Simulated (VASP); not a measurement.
Set up this calculation in VASP 6.6.1, as the native input.

| Property | Result |
| --- | --- |
| Task | single point |
| Functional | PBE |
| Potentials or basis | VASP PAW PBE potentials, release 64 (Lu) |
| Cutoff | 520 eV |
| k mesh | 15 × 15 × 15 |
| Occupations | fermi-dirac, width 0.05 eV |
| Spin | no spin polarisation |
| Dipole correction | no |
| Further INCAR settings | ALGO = Normal; EDIFF = 1e-06; NBANDS = 18 |

The structure of Lu lies in POSCAR:

```
Lu
1.0
   -1.9376852643      1.9376852643      1.9376852643
    1.9376852643     -1.9376852643      1.9376852643
    1.9376852643      1.9376852643     -1.9376852643
Lu
1
Direct
    0.0000000000      0.0000000000      0.0000000000
```

This cell differs from its parent crystal: volume scaled by 0.975.

These files were run (other wordings do the same):

INCAR

```
PREC = Accurate ; ENCUT = 520
EDIFF = 1E-6 ; ISMEAR = -1
SIGMA = 0.05 ; LREAL = F
LASPH = T ; NELM = 60
ALGO = Normal ; ISIF = 2
LWAVE = F ; LCHARG = F
GGA = PE ; NBANDS = 18
```

KPOINTS

```
Automatic mesh
0
Gamma
  15 15 15
```

Potentials or basis: VASP PAW PBE potentials, release 64 (Lu).

Command:

```bash
$ cat potpaw_PBE.64/Lu/POTCAR > POTCAR
$ mpirun -np 1 vasp_std > vasp.out
```

It gave:

- Pressure: 0.9 GPa

It took 55 s on 1 thread of Intel(R) Xeon(R) Platinum 8488C (Sapphire Rapids) (shared host), peak memory 0.21 GiB.
